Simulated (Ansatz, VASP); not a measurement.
## P: VASP beside Ansatz

```
P
1.0
     3.03754   -1.72897    0.00000
     3.03754    1.72897    0.00000
    -2.02138    0.00000    3.09816
P
2
Direct
  0.27137 0.27137 0.81498
  0.72863 0.72863 0.18502
```

Change from the starting cell: the structure that the rattled cell fell into.

Alike in both runs: task single point; functional PBE; k mesh 6 × 6 × 6; occupations gaussian, width 0.1 eV; no spin polarisation.

|  | VASP | Ansatz |
| --- | --- | --- |
| version | VASP 6.6.1 | Ansatz 0.2.0 |
| potentials or method | VASP PAW PBE potentials, release 64 (P), cutoff 520 eV | scalar-relativistic, plane waves, PAW |
| valence electrons in the cell | 10 | 10 |

|  | VASP | Ansatz | Ansatz less VASP |
| --- | --- | --- | --- |
| gap on the k mesh at the Fermi level (eV) | none | none | - |
| pressure (GPa) | -0.1 | 0.1 | +0.26 |
| traceless stress, the component that is largest in VASP (GPa) | -1.03 | -0.99 | +0.042 |
| rms of the force components (eV/Å) | 0.132 | 0.108 | -0.0245 |

Atom by atom the forces differ by 0.025 eV/Å (rms over components). A gap of «none» marks a metal or a gap that the smearing closes.

The k mesh is coarse, so the values compare programs but aren't converged.
